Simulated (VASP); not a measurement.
Here is a VASP 6.6.1 calculation.

Contents of INCAR:

```
ALGO     = Normal         # electronic algorithm
EDIFF    = 1E-6           # SCF threshold, eV
ENCUT    = 520            # plane-wave cutoff, eV
GGA      = PE             # functional
ISIF     = 2              # what is computed and relaxed
ISMEAR   = 0              # smearing method
LASPH    = True           # aspherical terms in the spheres
LCHARG   = False          # write CHGCAR
LREAL    = False          # projectors in reciprocal space
LWAVE    = False          # write WAVECAR
NBANDS   = 14             # bands
NELM     = 80             # most SCF steps
PREC     = Accurate       # precision mode
SIGMA    = 0.05           # smearing width, eV
```

File KPOINTS:

```
k-points
0
Gamma
  6 6 6
```

File POSCAR:

```
H
1.0
    3.7097352756     -3.7097352756      0.0000000000
    3.7097352756      3.7097352756      0.0000000000
   -3.7097352756      0.0000000000      4.5711281958
H
8
Direct
    0.4589455360      0.4589455360      0.9178910720
    0.2089455360      0.7089455360      0.4178910720
    0.9589455360      0.9589455360      0.9178910720
    0.7089455360      0.2089455360      0.4178910720
    0.0410544640      0.0410544640      0.0821089280
    0.7910544640      0.2910544640      0.5821089280
    0.5410544640      0.5410544640      0.0821089280
    0.2910544640      0.7910544640      0.5821089280
```

Potentials or basis: VASP PAW PBE potentials, release 64 (H).

The run is started by

```bash
$ cat potpaw_PBE.64/H/POTCAR > POTCAR
$ mpirun -np 1 vasp_std > vasp.out
```

Predict the largest force.

0.009 eV/Å.

What does it give for the band gap on the k mesh?

9.28 eV.

Predict the pressure.

-0.2 GPa.

Forces on the atoms (eV/Å):
```
H    0.000  0.000  0.009
H    0.000  0.000  0.009
H    0.000  0.000  0.009
H    0.000  0.000  0.009
H    0.000  0.000 -0.009
H    0.000  0.000 -0.009
H    0.000  0.000 -0.009
H    0.000  0.000 -0.009
```

A k mesh can miss the band edges. PBE gaps usually lie below the measured ones, often by a third to a half.
